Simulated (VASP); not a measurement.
The system is SnSe2.

```
Sn Se
1.0
     1.91229    1.10406    6.33509
    -1.91229    1.10406    6.33509
     0.00000   -2.20812    6.33509
Sn Se
1 2
Cartesian
  0.0000 0.0000 0.0000
  0.0000 0.0000 4.7619
  0.0000 0.0000 14.2434
```

Base run:

```yaml
Program: VASP 6.6.1
Functional: r2SCAN
Potentials_or_basis: VASP PAW PBE potentials, release 64 (Sn_d, Se)
Cutoff: 520 eV
k_mesh: 6 × 6 × 6
Occupations: gaussian, width 0.01 eV
Spin: no spin polarisation
```

Its results: band gap on the k mesh 0.58 eV, indirect (least direct gap 0.82 eV); pressure 1.0 GPa; largest force 0.020 eV/Å.

The run is repeated on the same cell with these changes: functional from r2SCAN to PBE. What comes out?

Band gap on the k mesh 0.30 eV, indirect (least direct gap 0.54 eV); pressure 3.0 GPa; largest force 0.251 eV/Å.

r2SCAN gives the wider gap, since meta-GGAs in the generalised Kohn-Sham scheme recover part of the derivative discontinuity.

Caveats: spin-orbit coupling is left out, which moves the levels of the heavy elements; the PAW data sets were made with another functional, which shifts forces and pressure a little (some runs).

A k mesh can miss the band edges.
